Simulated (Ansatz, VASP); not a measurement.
## WC: VASP beside Ansatz

The input INCAR:

```
SYSTEM = WC
ALGO = Normal
EDIFF = 1E-6
ENCUT = 520
GGA = PE
ISIF = 2
ISMEAR = 0
LASPH = .TRUE.
LCHARG = .FALSE.
LREAL = .FALSE.
LWAVE = .FALSE.
NBANDS = 16
NELM = 100
PREC = Accurate
SIGMA = 0.15
```

The input KPOINTS:

```
k-points
0
G
  24 24 22
  0 0 0
```

The input POSCAR:

```
WC
1.0
    2.9217716515      0.0000000000      0.0000000000
   -1.4608858258      2.5303284743      0.0000000000
    0.0000000000      0.0000000000      2.8470758817
W C
1 1
Direct
    0.0000000000      0.0000000000     -0.0060237844
    0.6666666667      0.3333333333      0.5921998608
```

Input for Ansatz:

```yaml
crystal:
  lattice:
    - [2.9217716515, 0.0, 0.0]
    - [-1.4608858258, 2.5303284743, 0.0]
    - [0.0, 0.0, 2.8470758817]
  atoms:
    - { symbol: W, position: [0.0, 0.0, -0.0060237844] }
    - { symbol: C, position: [0.6666666667, 0.3333333333, 0.5921998608] }
basis:
  ecutwfc: 420
kpoints:
  mp_grid: { grid: [24, 24, 22] }
hamiltonian:
  xc: pbe
scf:
  occupations: { method: gaussian, width: 0.15 }
output:
  forces: true
  stress: true
  eigenvalues: true
```

Change from the starting cell: mode 4 (566.4 1/cm) frozen in, largest displacement +0.263 Å.

Alike in both runs: task single point; functional PBE; k mesh 24 × 24 × 22; occupations gaussian, width 0.15 eV; no spin polarisation.

|  | VASP | Ansatz |
| --- | --- | --- |
| version | VASP 6.6.1 | Ansatz 0.2.0 |
| potentials or method | VASP PAW PBE potentials, release 64 (W_sv, C), cutoff 520 eV | scalar-relativistic, plane waves, PAW |
| valence electrons in the cell | 18 | 18 |

Ansatz gave:

| Item | Value |
| --- | --- |
| gap on the k mesh at the Fermi level (eV) | none |
| pressure (GPa) | 16.6 |
| traceless stress, the component that is largest in VASP (GPa) | 1.42 |
| rms of the force components (eV/Å) | 2.451 |

**Question.** Which values does VASP return?

**Answer.** gap on the k mesh at the Fermi level (eV): none; pressure (GPa): 17.8; traceless stress, the component that is largest in VASP (GPa): 1.52; rms of the force components (eV/Å): 2.472.

Atom by atom the forces differ by 0.020 eV/Å (rms over components). A gap of «none» marks a metal or a gap that the smearing closes.

Spin-orbit coupling is off throughout.
